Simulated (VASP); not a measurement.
## Rh: single point with PBE+D3(BJ)

Rh:

```
CELL_PARAMETERS angstrom
2.44804 0.00000 0.00000
0.00000 2.44804 0.00000
0.00000 0.00000 2.44804
ATOMIC_POSITIONS crystal
Rh 0.00000 0.00000 0.00000
```

| Property | Result |
| --- | --- |
| Program | VASP 6.6.1 |
| Task | single point |
| Functional | PBE |
| Dispersion | D3(BJ) |
| Potentials or basis | VASP PAW PBE potentials, release 64 (Rh_pv) |
| Cutoff | 520 eV |
| k mesh | 19 × 19 × 19 |
| Occupations | gaussian, width 0.05 eV |
| Spin | no spin polarisation |

| Quantity | Value |
| --- | --- |
| Pressure | 18.7 GPa |
| Dispersion energy per atom | -0.607 eV |

Levels at points of the mesh, in eV from the Fermi level:
```csv
k point,band 5,band 6,band 7,band 8,band 9,band 10,band 11,band 12
"(0.00, 0.00, 0.00)",-5.87,-5.87,0.92,0.92,0.92,17.61,17.61,17.61
```

Wall time 56 s on 1 thread of AMD EPYC 7571, on a shared host, peak memory 0.12 GiB.

Caveat: three body term missing; pairwise dispersion overbinds metals, which lowers pressure and volume.
